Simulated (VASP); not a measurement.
A run of VASP 6.6.1:

File INCAR:

```
SYSTEM = Ga2Te2O
ALGO = Normal ; EDIFF = 1E-7
ENCUT = 520 ; GGA = PE
ISIF = 2 ; ISMEAR = 0
LASPH = .TRUE. ; LCHARG = .FALSE.
LREAL = .FALSE. ; LWAVE = .FALSE.
NBANDS = 55 ; NELM = 60
PREC = Accurate ; SIGMA = 0.1
```

The input KPOINTS:

```
k-points
0
G
  2 2 2
  0 0 0
```

POSCAR

```
Ga2Te2O
1.0
   -2.1284526213     -5.7952105892      3.0127678883
   -2.1009201715      5.7706143866      2.9839695464
   -4.2276470410      0.0053457606     -5.9951156468
Ga Te O
4 4 2
Direct
    0.6546644746      0.3719684637      0.9864648773
    0.1544115808      0.8722097720      0.4862080806
    0.3710771028      0.6531289942      0.9869158887
    0.8704405052      0.1528764671      0.4872394366
    0.9619609746      0.2799884319      0.8774879433
    0.4615603792      0.7798253991      0.3772763549
    0.2823687521      0.9631856033      0.8766139929
    0.7821585123      0.4632598379      0.3767976524
    0.5811178161      0.5819295495      0.9227495311
    0.0802399024      0.0816274809      0.4222462423
```

Potentials or basis: VASP PAW PBE potentials, release 64 (Ga_d, Te, O).

Run with:

```bash
$ cat potpaw_PBE.64/Ga_d/POTCAR potpaw_PBE.64/Te/POTCAR potpaw_PBE.64/O/POTCAR > POTCAR
$ mpirun -np 1 vasp_std > vasp.out
```

Hardware: 1 thread of Intel(R) Xeon(R) 6975P-C (Granite Rapids) (shared host).

Question: How long does it take, and how much memory?

Answer: Run time: 2 min on 1 thread of Intel(R) Xeon(R) 6975P-C (Granite Rapids), on a shared host, peak memory 0.46 GiB. Counts: scf iterations 19, k points 8.
